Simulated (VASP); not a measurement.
# Sn (Im-3m) in VASP: further runs, part 2 of 2

VASP 6.6.1. The steps go on from the part before.

### Step 3. Relaxation of cell and atoms, r2SCAN

This run uses another cell than the first one, of 27.20 Å³/atom.

POSCAR

```
Sn
1.0
   -1.8946520000      1.8946520000      1.8946520000
    1.8946520000     -1.8946520000      1.8946520000
    1.8946520000      1.8946520000     -1.8946520000
Sn
1
Direct
    0.0000000000      0.0000000000      0.0000000000
```

INCAR.step1

```
SYSTEM = Sn
PREC = Accurate
ENCUT = 600
ISMEAR = 1
SIGMA = 0.1
LREAL = .False.
LASPH = .True.
NELM = 80
GGA = PE
ALGO = Normal
EDIFF = 1E-4
LWAVE = .True.
LCHARG = .False.
```

INCAR.step2

```
SYSTEM = Sn
PREC = Accurate
ENCUT = 600
EDIFF = 1E-6
ISMEAR = 1
SIGMA = 0.1
LREAL = .False.
LASPH = .True.
NELM = 80
ALGO = Normal
ISIF = 3
LWAVE = .False.
LCHARG = .False.
METAGGA = R2SCAN
LMIXTAU = .True.
IBRION = 2
NSW = 80
EDIFFG = -0.005
ISTART = 1
```

KPOINTS

```
regular mesh
0
Gamma
  11 11 11
  0 0 0
```

Potentials or basis: VASP PAW PBE potentials, release 64 (Sn_d).

On the command line:

```bash
cat potpaw_PBE.64/Sn_d/POTCAR > POTCAR
cp INCAR.step1 INCAR
mpirun -np 1 vasp_std > vasp.out
cp INCAR.step2 INCAR
mpirun -np 1 vasp_std > vasp.out
```

OUTCAR:

```text
SYSTEM = Sn
   PREC = Accurate
   ENCUT = 600
   EDIFF = 1E-6
   ISMEAR = 1
   LREAL = .False.
   LASPH = .True.
   NELM = 80
   ISIF = 3
   METAGGA = R2SCAN
   IBRION = 2
   NSW = 80
   EDIFFG = -0.005
   ISTART = 1

 ion  position               nearest neighbor table
   1  0.000  0.000  0.000-

  LATTYP: Found a body centered cubic cell.
 ALAT       =     3.7893040000

  Lattice vectors:

 A1 = (  -1.8946520000,   1.8946520000,   1.8946520000)
 A2 = (   1.8946520000,  -1.8946520000,   1.8946520000)
 A3 = (   1.8946520000,   1.8946520000,  -1.8946520000)

Analysis of symmetry for initial positions (statically):
=====================================================================
 Subroutine PRICEL returns:
 Original cell was already a primitive cell.

 Routine SETGRP: Setting up the symmetry group for a
 body centered cubic supercell.

 Subroutine GETGRP returns: Found 48 space group operations
 (whereof 48 operations were pure point group operations)
 out of a pool of 48 trial point group operations.

The static configuration has the point symmetry O_h .

Analysis of symmetry for dynamics (positions and initial velocities):
=====================================================================
 Subroutine PRICEL returns:
 Original cell was already a primitive cell.

 Routine SETGRP: Setting up the symmetry group for a
 body centered cubic supercell.

 Subroutine GETGRP returns: Found 48 space group operations
 (whereof 48 operations were pure point group operations)
 out of a pool of 48 trial point group operations.

The dynamic configuration has the point symmetry O_h .

 Subroutine INISYM returns: Found 48 space group operations
 (whereof 48 operations are pure point group operations),
 and found     1 'primitive' translations

----------------------------------------------------------------------------------------

                                     Primitive cell

  volume of cell :      27.2050

  direct lattice vectors                    reciprocal lattice vectors
    -1.894652000  1.894652000  1.894652000     0.000000000  0.263900706  0.263900706
     1.894652000 -1.894652000  1.894652000     0.263900706  0.000000000  0.263900706
     1.894652000  1.894652000 -1.894652000     0.263900706  0.263900706  0.000000000

  length of vectors
     3.281633527  3.281633527  3.281633527     0.373211957  0.373211957  0.373211957

  position of ions in fractional coordinates (direct lattice)
     0.000000000  0.000000000  0.000000000

  ion indices of the primitive-cell ions
   primitive index   ion index
                 1           1

----------------------------------------------------------------------------------------

 KPOINTS: regular mesh

Automatic generation of k-mesh.
[... 99 lines left out ...]
 Methfessel and Paxton  Order N= 1 SIGMA  =   0.10
  energy-cutoff  :      600.00
  volume of cell :       27.20
 maximum number of plane-waves:       935
   NGX = 13   NGY = 13   NGZ = 13

--------------------------------------- Ionic step        1  -------------------------------------------

 number of electron      13.9999996 magnetization

 Free energy of the ion-electron system (eV)
  ---------------------------------------------------
  ext. energy  EPLUGINS =         0.00000000
  ---------------------------------------------------
  free energy    TOTEN  =       -24.49520842 eV

  energy without entropy =      -24.49614248  energy(sigma->0) =      -24.49551977

------------------------ aborting loop because EDIFF is reached ----------------------------------------

  FORCE on cell =-STRESS in cart. coord.  units (eV):
  Direction    XX          YY          ZZ          XY          YZ          ZX
  --------------------------------------------------------------------------------------
  -------------------------------------------------------------------------------------
  Total       -0.0130673     -0.0130673     -0.0130673     -0.0000000      0.0000000     -0.0000000
  in kB       -0.7695704     -0.7695704     -0.7695704     -0.0000000      0.0000000     -0.0000000
  external PRESSURE =      -0.7695704 kB  Pullay stress =       0.0000000 kB

 VOLUME and BASIS-vectors are now :
 -----------------------------------------------------------------------------
  energy-cutoff  :      600.00
  volume of cell :       27.20
      direct lattice vectors                 reciprocal lattice vectors
    -1.894652000  1.894652000  1.894652000     0.000000000  0.263900706  0.263900706
     1.894652000 -1.894652000  1.894652000     0.263900706  0.000000000  0.263900706
     1.894652000  1.894652000 -1.894652000     0.263900706  0.263900706  0.000000000

 POSITION                                       TOTAL-FORCE (eV/Angst)
 -----------------------------------------------------------------------------------
      0.00000      0.00000      0.00000         0.000000     -0.000000     -0.000000
 -----------------------------------------------------------------------------------
    total drift:                               -0.000000     -0.000000     -0.000000

  FREE ENERGIE OF THE ION-ELECTRON SYSTEM (eV)
  ---------------------------------------------------
  free  energy   TOTEN  =       -24.4952084226 eV

  energy  without entropy=      -24.4961424775  energy(sigma->0) =      -24.49551977

--------------------------------------- Ionic step        2  -------------------------------------------

 number of electron      13.9999996 magnetization

 Free energy of the ion-electron system (eV)
  ---------------------------------------------------
  ext. energy  EPLUGINS =         0.00000000
  ---------------------------------------------------
  free energy    TOTEN  =       -24.49522708 eV

  energy without entropy =      -24.49617773  energy(sigma->0) =      -24.49554396

 E-fermi :   8.0756     XC(G=0): -11.2586

 val. band max:        7.9848817853   @ k =  -0.4545   0.4545   0.3636
 cond. band min:       8.1394500654   @ k =  -0.2727   0.3636   0.1818
 fundamental gap:      0.1545682800
 Fermi energy:         8.0755848848

 k-point     1 :       0.0000    0.0000    0.0000
  band No.  band energies     occupation
      1     -14.2129      2.00000
      2     -14.2129      2.00000
      3     -14.2129      2.00000
      4     -14.0597      2.00000
      5     -14.0597      2.00000
      6      -3.6083      2.00000
      7      16.4867      0.00000
      8      16.4867      0.00000
      9      16.4867      0.00000
     10      20.9607      0.00000
     11      20.9607      0.00000
[... 309 lines left out ...]
 k-point    24 :       0.3636    0.1818    0.0909
  band No.  band energies     occupation
      1     -14.2276      2.00000
      2     -14.1572      2.00000
      3     -14.0717      2.00000
      4     -14.0677      2.00000
      5     -14.0325      2.00000
      6       2.0525      2.00000
      7       4.3708      2.00000
      8       7.9294      2.05867
      9      10.3458      0.00000
     10      20.9588      0.00000
     11      22.8135      0.00000

 [... further k-points ...]

------------------------ aborting loop because EDIFF is reached ----------------------------------------

  FORCE on cell =-STRESS in cart. coord.  units (eV):
  Direction    XX          YY          ZZ          XY          YZ          ZX
  --------------------------------------------------------------------------------------
  -------------------------------------------------------------------------------------
  Total       -0.0007720     -0.0007720     -0.0007720      0.0000000     -0.0000000      0.0000000
  in kB       -0.0455524     -0.0455524     -0.0455524      0.0000000     -0.0000000      0.0000000
  external PRESSURE =      -0.0455524 kB  Pullay stress =       0.0000000 kB

 VOLUME and BASIS-vectors are now :
 -----------------------------------------------------------------------------
  energy-cutoff  :      600.00
  volume of cell :       27.15
      direct lattice vectors                 reciprocal lattice vectors
    -1.893457608  1.893457608  1.893457608     0.000000000  0.264067174  0.264067174
     1.893457608 -1.893457608  1.893457608     0.264067174  0.000000000  0.264067174
     1.893457608  1.893457608 -1.893457608     0.264067174  0.264067174  0.000000000

 POSITION                                       TOTAL-FORCE (eV/Angst)
 -----------------------------------------------------------------------------------
      1.89346      1.89346      1.89346        -0.000000     -0.000000      0.000000
 -----------------------------------------------------------------------------------
    total drift:                                0.000000      0.000000      0.000000

  FREE ENERGIE OF THE ION-ELECTRON SYSTEM (eV)
  ---------------------------------------------------
  free  energy   TOTEN  =       -24.4952270792 eV

  energy  without entropy=      -24.4961777324  energy(sigma->0) =      -24.49554396

 reached required accuracy - stopping structural energy minimisation
```

Run time: 3.1 min. Hardware: 1 thread of Intel Xeon 8259CL, shared host; peak memory 0.18 GiB.

What came out:

```yaml
Free_energy: -24.4952 eV
Relaxed_volume: 27.15 Å³/atom
Relaxed_cell: a = 3.280 Å, b = 3.280 Å, c = 3.280 Å, α = 109.47°, β = 109.47°, γ = 109.47°
Space_group_after_relaxing_to_0.1_Å: Im-3m (No. 229)
Energy_gained_by_relaxing: 0.0 meV/atom
Ionic_steps: 2
Pressure_after_relaxing: 0.0 GPa
Band_gap_on_the_k_mesh: zero (bands 7 and 8 overlap by 10.97 eV)
```

Final structure:
```
Sn
1.0
    -1.89346    1.89346    1.89346
     1.89346   -1.89346    1.89346
     1.89346    1.89346   -1.89346
Sn
1
Cartesian
  1.8935 1.8935 1.8935
```

Levels at points of the mesh, in eV from the Fermi level:
```
           k point  band 5  band 6  band 7  band 8  band 9  band 10
(0.00, 0.00, 0.00)  -22.14  -11.68    8.41    8.41    8.41    12.89
```

Caveat: the PAW data sets were made with another functional, which shifts forces and pressure a little; spin-orbit coupling is left out, which moves the levels of the heavy elements.
